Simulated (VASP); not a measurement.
# TiAg2 (P-3m1) in VASP: further runs, part 2 of 2

VASP 6.6.1. The steps go on from the part before.

**3. Single point, PBE, collinear spin, ferromagnetic start**

The input, INCAR:

```
PREC = Accurate ; ENCUT = 520
EDIFF = 1E-7 ; ISMEAR = 0
SIGMA = 0.1 ; LREAL = False
LASPH = True ; NELM = 150
ALGO = Normal ; ISIF = 2
LWAVE = False ; LCHARG = False
ISPIN = 2 ; MAGMOM = 1 0 0
LORBIT = 11 ; LMAXMIX = 4
GGA = PE ; NBANDS = 28
```

The input, KPOINTS:

```
regular mesh
0
Gamma
  6 6 2
```

The input, POSCAR:

```
TiAg2
1.0
    2.8186679700      0.0000000000      0.0000000000
   -1.4093339800      2.4410380600      0.0000000000
    0.0000000000      0.0000000000      7.6168743300
Ti Ag
1 2
Direct
    0.0000000000      0.0000000000      0.5000000000
    0.3333333300      0.6666666700      0.8233132800
    0.6666666700      0.3333333300      0.1766867200
```

Potentials or basis: VASP PAW PBE potentials, release 64 (Ti_sv, Ag).

Launch:

```bash
> cat potpaw_PBE.64/Ti_sv/POTCAR potpaw_PBE.64/Ag/POTCAR > POTCAR
> mpirun -np 1 vasp_std > vasp.out
```

OUTCAR:

```text
PREC = Accurate
   ENCUT = 520
   EDIFF = 1E-7
   ISMEAR = 0
   LREAL = False
   LASPH = True
   NELM = 150
   ISIF = 2
   ISPIN = 2
   LORBIT = 11
   GGA = PE

 ion  position               nearest neighbor table
   1  0.000  0.000  0.500-   2 2.95   3 2.95   2 2.95   3 2.95   3 2.95   2 2.95
   2  0.333  0.667  0.823-   1 2.95   1 2.95   1 2.95   3 3.15   3 3.15   3 3.15
   3  0.667  0.333  0.177-   1 2.95   1 2.95   1 2.95   2 3.15   2 3.15   2 3.15

  LATTYP: Found a hexagonal cell.
 ALAT       =     2.8186679700
 C/A-ratio  =     2.7022956982

  Lattice vectors:

 A1 = (   2.8186679700,   0.0000000000,   0.0000000000)
 A2 = (  -1.4093339800,   2.4410380600,   0.0000000000)
 A3 = (   0.0000000000,   0.0000000000,   7.6168743300)

Analysis of symmetry for initial positions (statically):
=====================================================================
 Subroutine PRICEL returns:
 Original cell was already a primitive cell.

 Routine SETGRP: Setting up the symmetry group for a
 hexagonal supercell.

 Subroutine GETGRP returns: Found 12 space group operations
 (whereof 12 operations were pure point group operations)
 out of a pool of 24 trial point group operations.

The static configuration has the point symmetry D_3d.

Analysis of symmetry for dynamics (positions and initial velocities):
=====================================================================
 Subroutine PRICEL returns:
 Original cell was already a primitive cell.

 Routine SETGRP: Setting up the symmetry group for a
 hexagonal supercell.

 Subroutine GETGRP returns: Found 12 space group operations
 (whereof 12 operations were pure point group operations)
 out of a pool of 24 trial point group operations.

The dynamic configuration has the point symmetry D_3d.

Analysis of structural, dynamic, and magnetic symmetry:
=====================================================================
 Subroutine PRICEL returns:
 Original cell was already a primitive cell.

 Routine SETGRP: Setting up the symmetry group for a
 hexagonal supercell.

 Subroutine GETGRP returns: Found 12 space group operations
 (whereof 12 operations were pure point group operations)
 out of a pool of 24 trial point group operations.

The overall configuration has the point symmetry D_3d.

 Subroutine INISYM returns: Found 12 space group operations
 (whereof 12 operations are pure point group operations),
 and found     1 'primitive' translations

----------------------------------------------------------------------------------------

                                     Primitive cell

  volume of cell :      52.4077

  direct lattice vectors                    reciprocal lattice vectors
     2.818667970  0.000000000  0.000000000     0.354777509  0.204830890  0.000000000
    -1.409333980  2.441038060  0.000000000     0.000000000  0.409661781  0.000000000
     0.000000000  0.000000000  7.616874330     0.000000000  0.000000000  0.131287449

  length of vectors
     2.818667970  2.818667962  7.616874330     0.409661780  0.409661781  0.131287449

  position of ions in fractional coordinates (direct lattice)
     0.000000000  0.000000000  0.500000000
     0.333333330  0.666666670  0.823313280
     0.666666670  0.333333330  0.176686720
[... 61 lines left out ...]
   ISPIN  =      2    spin polarized calculation?
   LNONCOLLINEAR =      F non collinear calculations
   LSORBIT =      F    spin-orbit coupling
   LASPH  =      T    aspherical Exc in radial PAW
   ENCUT  =  520.0 eV  38.22 Ry    6.18 a.u.   5.24  5.24 14.16*2*pi/ulx,y,z
   NELM   =    150;   NELMIN=  2; NELMDL= -5     # of ELM steps
   EDIFF  = 0.1E-06   stopping-criterion for ELM
   LREAL  =      F    real-space projection
   EDIFFG = 0.1E-05   stopping-criterion for IOM
   NSW    =      0    number of steps for IOM
   IBRION =     -1    ionic relax: 0-MD 1-quasi-New 2-CG
   NFREE  =      0    steps in history (QN), initial steepest desc. (CG)
   ISIF   =      2    stress and relaxation
   ISYM   =      2    0-nonsym 1-usesym 2-fastsym
   POTIM  = 0.5000    time-step for ionic-motion
   TEBEG  =    0.0;   TEEND  =   0.0 temperature during run
   PSTRESS=    0.0 pullay stress
   NELECT =      34.0000    total number of electrons
   NUPDOWN=      -1.0000    fix difference up-down
   EMIN   =  10.00;   EMAX   =-10.00  energy-range for DOS
   EFERMI =   0.00;   METHOD = LEGACY
   ISMEAR =     0;   SIGMA  =   0.10  broadening in eV -4-tet -1-fermi 0-gaus
   EFERMI_NEDOS =   21; number of points for ismear=-14 and -15
   IALGO  =     38    algorithm
   IMIX   =      4    mixing-type and parameters
     AMIX     =   0.40;   BMIX     =  1.00
     AMIX_MAG =   1.60;   BMIX_MAG =  1.00
  volume/ion in A,a.u.               =      17.47       117.89
  Fermi-wavevector in a.u.,A,eV,Ry     =   1.417216  2.678150 27.327318  2.008501
  Thomas-Fermi vector in A             =   2.538469
   LORBIT       =     11    0 simple, 1 ext, 2 COOP (PROOUT), +10 PAW based schemes
   GGA     = PE    functional components
   LHFCALC =     F    Hartree Fock is set to
   AEXX    =    0.0000 exact exchange contribution
   IVDW    =     0    specifies the selected vdW correction
   LEPSILON=     F    determine dielectric tensor
   LRPA    =     F    only Hartree local field effects (RPA)
 spin polarized calculation
 Gauss-broadening in eV      SIGMA  =   0.10
  energy-cutoff  :      520.00
  volume of cell :       52.41
 maximum number of plane-waves:      1432
 NGX is ok and might be reduce to    24
   NGX = 11   NGY = 11   NGZ = 29

 number of electron      34.0000008 magnetization       0.5550631

 Free energy of the ion-electron system (eV)
  ---------------------------------------------------
  ext. energy  EPLUGINS =         0.00000000
  ---------------------------------------------------
  free energy    TOTEN  =       -12.85700585 eV

  energy without entropy =      -12.84177255  energy(sigma->0) =      -12.84938920

 E-fermi :   8.3015     XC(G=0): -11.8506

 val. band max:        8.2884569795   @ k =   0.5000   0.0000   0.5000
 cond. band min:       8.3035608966   @ k =   0.1667  -0.0000   0.0000
 fundamental gap:      0.0151039171
 Fermi energy:         8.3015319967

 spin component 1

 k-point     1 :       0.0000    0.0000    0.0000
  band No.  band energies     occupation
      1     -48.7671      1.00000
      2     -25.1016      1.00000
      3     -24.6023      1.00000
      4     -24.6023      1.00000
      5       0.8734      1.00000
      6       1.7922      1.00000
[... 423 lines left out ...]
     27      18.4469      0.00000
     28      19.2290      0.00000
 Fermi energy:         8.3015319967

 spin component 2

 k-point     1 :       0.0000    0.0000    0.0000
  band No.  band energies     occupation
      1     -48.4690      1.00000
      2     -24.8619      1.00000
      3     -24.2766      1.00000
      4     -24.2766      1.00000
      5       0.9625      1.00000
      6       1.8189      1.00000
[... 423 lines left out ...]
     27      18.5920      0.00000
     28      19.3474      0.00000

------------------------ aborting loop because EDIFF is reached ----------------------------------------

  FORCE on cell =-STRESS in cart. coord.  units (eV):
  Direction    XX          YY          ZZ          XY          YZ          ZX
  --------------------------------------------------------------------------------------
  -------------------------------------------------------------------------------------
  Total        1.7798892      1.7798892     -1.2367001      0.0000000      0.0000000     -0.0000000
  in kB       54.4137053     54.4137050    -37.8076541      0.0000001      0.0000000     -0.0000000
  external PRESSURE =      23.6732521 kB  Pullay stress =       0.0000000 kB

 VOLUME and BASIS-vectors are now :
 -----------------------------------------------------------------------------
  energy-cutoff  :      520.00
  volume of cell :       52.41
      direct lattice vectors                 reciprocal lattice vectors
     2.818667970  0.000000000  0.000000000     0.354777509  0.204830890  0.000000000
    -1.409333980  2.441038060  0.000000000     0.000000000  0.409661781  0.000000000
     0.000000000  0.000000000  7.616874330     0.000000000  0.000000000  0.131287449

 POSITION                                       TOTAL-FORCE (eV/Angst)
 -----------------------------------------------------------------------------------
      0.00000      0.00000      3.80844        -0.000000      0.000000      0.000000
     -0.00000      1.62736      6.27107        -0.000000      0.000000      0.134143
      1.40933      0.81368      1.34580         0.000000     -0.000000     -0.134143
 -----------------------------------------------------------------------------------
    total drift:                                0.000000     -0.000000      0.000000

  FREE ENERGIE OF THE ION-ELECTRON SYSTEM (eV)
  ---------------------------------------------------
  free  energy   TOTEN  =       -12.8570058534 eV

  energy  without entropy=      -12.8417725503  energy(sigma->0) =      -12.84938920

 total charge

# of ion       s       p       d       tot
------------------------------------------
    1        2.230   6.087   1.922  10.239
    2        0.459   0.321   9.125   9.904
    3        0.459   0.321   9.125   9.904
--------------------------------------------------
tot          3.147   6.729  20.171  30.047

 magnetization (x)

# of ion       s       p       d       tot
------------------------------------------
    1        0.006   0.029   0.300   0.336
    2        0.002   0.012   0.012   0.026
    3        0.002   0.012   0.012   0.026
--------------------------------------------------
tot          0.010   0.054   0.324   0.388
```

Wall time 67 s (1 thread of Intel Xeon Platinum 8488C (Sapphire Rapids), shared host); peak memory 0.21 GiB.

What came out:

| Property | Result |
| --- | --- |
| Free energy | -12.8570 eV |
| Pressure | 2.4 GPa |
| Largest force | 0.134 eV/Å |
| Net moment | 0.56 μB per cell |
| Site moments | Ti +0.34; Ag +0.03 μB |
| Valence electrons inside the program's atomic spheres | Ti 10.24; Ag 9.90 |

Forces on the atoms (eV/Å):
```
Ti   0.000  0.000  0.000
Ag   0.000  0.000  0.134
Ag   0.000  0.000 -0.134
```

Stress tensor (GPa, compression positive):
```
 5.44  0.00  0.00
 0.00  5.44  0.00
 0.00  0.00 -3.78
```

Caveat: the k points lie up to 0.43 Å⁻¹ apart.
